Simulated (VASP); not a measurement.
# Ti (I4/mmm) in VASP: a series of runs

Runs on Ti. Level: LDA. Tasks: single point.

Everything below comes from runs of VASP 6.6.1. Logs are shortened: lines on timing, memory, paths and dates and some standing lists are left out, and cuts for length are marked.

## (1) The cell of the first run

The structure is tetragonal, space group I4/mmm (No. 139). The conventional cell has a = 3.684 Å, b = 3.684 Å, c = 2.605 Å, α = 90.00°, β = 90.00°, γ = 90.00°. Within 3.4 Å of Ti (site symmetry 4/mmm) lie 10 Ti at 2.60 to 2.91 Å.

## (2) Single point, LDA

Input file INCAR:

```
SYSTEM = Ti
ALGO = Fast ; EDIFF = 1E-6
ENCUT = 520 ; GGA = CA
ISIF = 2 ; ISMEAR = 0
LASPH = .TRUE. ; LCHARG = .FALSE.
LREAL = .FALSE. ; LWAVE = .FALSE.
NBANDS = 12 ; NELM = 60
PREC = Accurate ; SIGMA = 0.15
```

Input file KPOINTS:

```
k-points
0
G
  22 22 22
  0 0 0
```

Input file POSCAR:

```
Ti
1.0
   -1.8420529496      1.8420529496      1.3023314354
    1.8420529496     -1.8420529496      1.3023314354
    1.8420529496      1.8420529496     -1.3023314354
Ti
1
Direct
    0.0000000000      0.0000000000      0.0000000000
```

Potentials or basis: VASP PAW LDA potentials, release 64 (Ti_sv).

Command:

```
cat potpaw_LDA.64/Ti_sv/POTCAR > POTCAR
mpirun -np 1 vasp_std > vasp.out
```

OUTCAR:

```text
SYSTEM = Ti
   EDIFF = 1E-6
   ENCUT = 520
   GGA = CA
   ISIF = 2
   ISMEAR = 0
   LASPH = .TRUE.
   LREAL = .FALSE.
   NELM = 60
   PREC = Accurate

 ion  position               nearest neighbor table
   1  0.000  0.000  0.000-

  LATTYP: Found a body centered tetragonal cell.
 ALAT       =     3.6841058992
 C/A-ratio  =     0.7070000000

  Lattice vectors:

 A1 = (  -1.8420529496,   1.8420529496,   1.3023314354)
 A2 = (   1.8420529496,  -1.8420529496,   1.3023314354)
 A3 = (   1.8420529496,   1.8420529496,  -1.3023314354)

Analysis of symmetry for initial positions (statically):
=====================================================================
 Subroutine PRICEL returns:
 Original cell was already a primitive cell.

 Routine SETGRP: Setting up the symmetry group for a
 body centered tetragonal supercell.

 Subroutine GETGRP returns: Found 16 space group operations
 (whereof 16 operations were pure point group operations)
 out of a pool of 16 trial point group operations.

The static configuration has the point symmetry D_4h.

Analysis of symmetry for dynamics (positions and initial velocities):
=====================================================================
 Subroutine PRICEL returns:
 Original cell was already a primitive cell.

 Routine SETGRP: Setting up the symmetry group for a
 body centered tetragonal supercell.

 Subroutine GETGRP returns: Found 16 space group operations
 (whereof 16 operations were pure point group operations)
 out of a pool of 16 trial point group operations.

The dynamic configuration has the point symmetry D_4h.

 Subroutine INISYM returns: Found 16 space group operations
 (whereof 16 operations are pure point group operations),
 and found     1 'primitive' translations

----------------------------------------------------------------------------------------

                                     Primitive cell

  volume of cell :      17.6761

  direct lattice vectors                    reciprocal lattice vectors
    -1.842052950  1.842052950  1.302331435     0.000000000  0.271436280  0.383926846
     1.842052950 -1.842052950  1.302331435     0.271436280  0.000000000  0.383926846
     1.842052950  1.842052950 -1.302331435     0.271436280  0.271436280  0.000000000

  length of vectors
     2.912453486  2.912453486  2.912453486     0.470188767  0.470188767  0.383868868

  position of ions in fractional coordinates (direct lattice)
     0.000000000  0.000000000  0.000000000

  ion indices of the primitive-cell ions
   primitive index   ion index
                 1           1

----------------------------------------------------------------------------------------

 KPOINTS: k-points

Automatic generation of k-mesh.
 Grid dimensions read from file:
 generate k-points for:   22   22   22

 Generating k-lattice:

  Cartesian coordinates                     Fractional coordinates (reciprocal lattice)
     0.000000000  0.012338013  0.017451220     0.045454545 -0.000000000  0.000000000
     0.012338013  0.000000000  0.017451220    -0.000000000  0.045454545  0.000000000
     0.012338013  0.012338013  0.000000000     0.000000000  0.000000000  0.045454545

  Length of vectors
     0.021372217  0.021372217  0.017448585

  Shift w.r.t. Gamma in fractional coordinates (k-lattice)
     0.000000000  0.000000000  0.000000000

 Subroutine IBZKPT returns following result:
 ===========================================

 Found    834 irreducible k-points:

 Following reciprocal coordinates:
            Coordinates               Weight
  0.000000  0.000000  0.000000      1.000000
  0.045455 -0.000000  0.000000      8.000000
  0.090909 -0.000000  0.000000      8.000000
  0.136364 -0.000000  0.000000      8.000000
  0.181818 -0.000000  0.000000      8.000000
  0.227273  0.000000 -0.000000      8.000000
[... 16 lines left out ...]
  0.500000  0.045455  0.000000     16.000000
 -0.454545  0.045455  0.000000     16.000000
 [... further k-points ...]
   k-points           NKPTS =    834   k-points in BZ     NKDIM =    834   number of bands    NBANDS=     12
   number of dos      NEDOS =    301   number of ions     NIONS =      1
   total plane-waves  NPLWV =  13824
   dimension x,y,z NGX =    24 NGY =   24 NGZ =   24
   dimension x,y,z NGXF=    48 NGYF=   48 NGZF=   48
   ions per type =               1
   NGX,Y,Z   is equivalent  to a cutoff of  13.70, 13.70, 13.70 a.u.
   NGXF,Y,Z  is equivalent  to a cutoff of  27.40, 27.40, 27.40 a.u.
 SYSTEM =  Ti
   PREC   = accura    normal or accurate (medium, high low for compatibility)
   ISTART =      0    job   : 0-new  1-cont  2-samecut
   ICHARG =      2    charge: 1-file 2-atom 10-const
   ISPIN  =      1    spin polarized calculation?
   LNONCOLLINEAR =      F non collinear calculations
   LSORBIT =      F    spin-orbit coupling
   LASPH  =      T    aspherical Exc in radial PAW
   ENCUT  =  520.0 eV  38.22 Ry    6.18 a.u.   5.42  5.42  5.42*2*pi/ulx,y,z
   NELM   =     60;   NELMIN=  2; NELMDL= -5     # of ELM steps
   EDIFF  = 0.1E-05   stopping-criterion for ELM
   LREAL  =      F    real-space projection
   EDIFFG = 0.1E-04   stopping-criterion for IOM
   NSW    =      0    number of steps for IOM
   IBRION =     -1    ionic relax: 0-MD 1-quasi-New 2-CG
   NFREE  =      0    steps in history (QN), initial steepest desc. (CG)
   ISIF   =      2    stress and relaxation
   ISYM   =      2    0-nonsym 1-usesym 2-fastsym
   POTIM  = 0.5000    time-step for ionic-motion
   TEBEG  =    0.0;   TEEND  =   0.0 temperature during run
   PSTRESS=    0.0 pullay stress
   NELECT =      12.0000    total number of electrons
   NUPDOWN=      -1.0000    fix difference up-down
   EMIN   =  10.00;   EMAX   =-10.00  energy-range for DOS
   EFERMI =   0.00;   METHOD = LEGACY
   ISMEAR =     0;   SIGMA  =   0.15  broadening in eV -4-tet -1-fermi 0-gaus
   EFERMI_NEDOS =   21; number of points for ismear=-14 and -15
   IALGO  =     68    algorithm
   IMIX   =      4    mixing-type and parameters
     AMIX     =   0.40;   BMIX     =  1.00
     AMIX_MAG =   1.60;   BMIX_MAG =  1.00
  volume/ion in A,a.u.               =      17.68       119.28
  Fermi-wavevector in a.u.,A,eV,Ry     =   1.438821  2.718977 28.166848  2.070205
  Thomas-Fermi vector in A             =   2.557745
   LORBIT       =      0    0 simple, 1 ext, 2 COOP (PROOUT), +10 PAW based schemes
   GGA     = CA    functional components
   LHFCALC =     F    Hartree Fock is set to
   AEXX    =    0.0000 exact exchange contribution
   IVDW    =     0    specifies the selected vdW correction
   LEPSILON=     F    determine dielectric tensor
   LRPA    =     F    only Hartree local field effects (RPA)
 non-spin polarized calculation
 RMM-DIIS sequential band-by-band and
 Gauss-broadening in eV      SIGMA  =   0.15
  energy-cutoff  :      520.00
  volume of cell :       17.68
 maximum number of plane-waves:       493
 NGX is ok and might be reduce to    24
   NGX = 11   NGY = 11   NGZ = 11

 number of electron      12.0000002 magnetization

 Free energy of the ion-electron system (eV)
  ---------------------------------------------------
  ext. energy  EPLUGINS =         0.00000000
  ---------------------------------------------------
  free energy    TOTEN  =        -8.34230999 eV

  energy without entropy =       -8.33340047  energy(sigma->0) =       -8.33785523

 E-fermi :   7.6911     XC(G=0): -11.6532

 val. band max:        7.6896523722   @ k =  -0.3182  -0.3182   0.3182
 cond. band min:       7.6995350281   @ k =  -0.2273  -0.2273   0.2273
 fundamental gap:      0.0098826559
 Fermi energy:         7.6910834208

 k-point     1 :       0.0000    0.0000    0.0000
  band No.  band energies     occupation
      1     -48.1887      2.00000
      2     -24.4680      2.00000
      3     -24.4680      2.00000
      4     -24.1896      2.00000
      5       1.8793      2.00000
      6       7.2346      1.99998
      7       8.0990      0.00012
      8      10.1644      0.00000
      9      10.1644      0.00000
     10      11.0627      0.00000
     11      22.7458      0.00000
     12      22.7458      0.00000

 k-point     2 :       0.0455   -0.0000    0.0000
  band No.  band energies     occupation
      1     -48.1841      2.00000
      2     -24.4715      2.00000
      3     -24.4705      2.00000
      4     -24.2113      2.00000
      5       1.9639      2.00000
      6       7.2660      1.99994
      7       8.1504      0.00001
      8      10.1039      0.00000
      9      10.1082      0.00000
     10      11.0337      0.00000
     11      22.8163      0.00000
     12      22.8291      0.00000

 k-point     3 :       0.0909   -0.0000    0.0000
  band No.  band energies     occupation
      1     -48.1707      2.00000
      2     -24.4829      2.00000
      3     -24.4780      2.00000
      4     -24.2729      2.00000
      5       2.2128      2.00000
      6       7.3511      1.99865
      7       8.2959      0.00000
      8       9.9384      0.00000
      9       9.9599      0.00000
     10      10.9559      0.00000
     11      22.9616      0.00000
     12      23.0550      0.00000
[... 286 lines left out ...]
 k-point    23 :       0.5000    0.0455    0.0000
  band No.  band energies     occupation
      1     -47.9606      2.00000
      2     -25.2655      2.00000
      3     -24.5953      2.00000
      4     -24.5502      2.00000
      5       5.4020      2.00000
      6       6.6046      2.00000
      7       9.9179      0.00000
      8      10.1852      0.00000
      9      11.4887      0.00000
     10      11.9006      0.00000
     11      17.8525      0.00000
     12      20.4618      0.00000

 k-point    24 :      -0.4545    0.0455    0.0000
  band No.  band energies     occupation
      1     -47.9727      2.00000
      2     -25.2100      2.00000
      3     -24.5942      2.00000
      4     -24.5452      2.00000
      5       5.3723      2.00000
      6       6.6980      2.00000
      7       9.6262      0.00000
      8      10.1233      0.00000
      9      11.2842      0.00000
     10      11.6512      0.00000
     11      18.4713      0.00000
     12      20.6569      0.00000

 [... further k-points ...]
[... 5 lines left out ...]
  --------------------------------------------------------------------------------------
  -------------------------------------------------------------------------------------
  Total       -1.6495462     -1.6495462     -0.1552794      0.0000000     -0.0000000      0.0000000
  in kB     -149.5165686   -149.5165686    -14.0746838      0.0000000     -0.0000000      0.0000000
  external PRESSURE =    -104.3692737 kB  Pullay stress =       0.0000000 kB

 VOLUME and BASIS-vectors are now :
 -----------------------------------------------------------------------------
  energy-cutoff  :      520.00
  volume of cell :       17.68
      direct lattice vectors                 reciprocal lattice vectors
    -1.842052950  1.842052950  1.302331435     0.000000000  0.271436280  0.383926846
     1.842052950 -1.842052950  1.302331435     0.271436280  0.000000000  0.383926846
     1.842052950  1.842052950 -1.302331435     0.271436280  0.271436280  0.000000000

 POSITION                                       TOTAL-FORCE (eV/Angst)
 -----------------------------------------------------------------------------------
      0.00000      0.00000      0.00000         0.000000      0.000000      0.000000
 -----------------------------------------------------------------------------------
    total drift:                               -0.000000      0.000000      0.000000

  FREE ENERGIE OF THE ION-ELECTRON SYSTEM (eV)
  ---------------------------------------------------
  free  energy   TOTEN  =        -8.3423099930 eV

  energy  without entropy=       -8.3334004686  energy(sigma->0) =       -8.33785523
```

Run time: 2.3 min. Hardware: 1 thread of Intel Xeon 6975P-C (Granite Rapids), shared host; peak memory 0.27 GiB.

Results:

```
Free energy            : -8.3423 eV
Pressure               : -10.4 GPa
Band gap on the k mesh : zero (band 6 reaches 8.08 eV, above the bottom of band 7 at 7.51 eV)
```

Stress tensor (GPa, compression positive):
```
-14.95   0.00   0.00
  0.00 -14.95   0.00
  0.00   0.00  -1.41
```

Levels at points of the mesh, in eV from the Fermi level:
```csv
k point,band 3,band 4,band 5,band 6,band 7,band 8,band 9,band 10
"(0.00, 0.00, 0.00)",-32.16,-31.88,-5.81,-0.46,0.41,2.47,2.47,3.37
"(0.50, 0.00, 0.00)",-32.28,-32.24,-2.32,-1.12,2.38,2.57,3.69,4.26
"(0.50, 0.50, 0.00)",-32.11,-31.96,-2.54,-0.14,0.47,2.04,2.18,4.12
"(0.50, 0.50, 0.50)",-32.64,-32.05,-2.38,-1.87,3.95,3.95,4.13,5.30
```

(Part 1 of 2 ends here.)
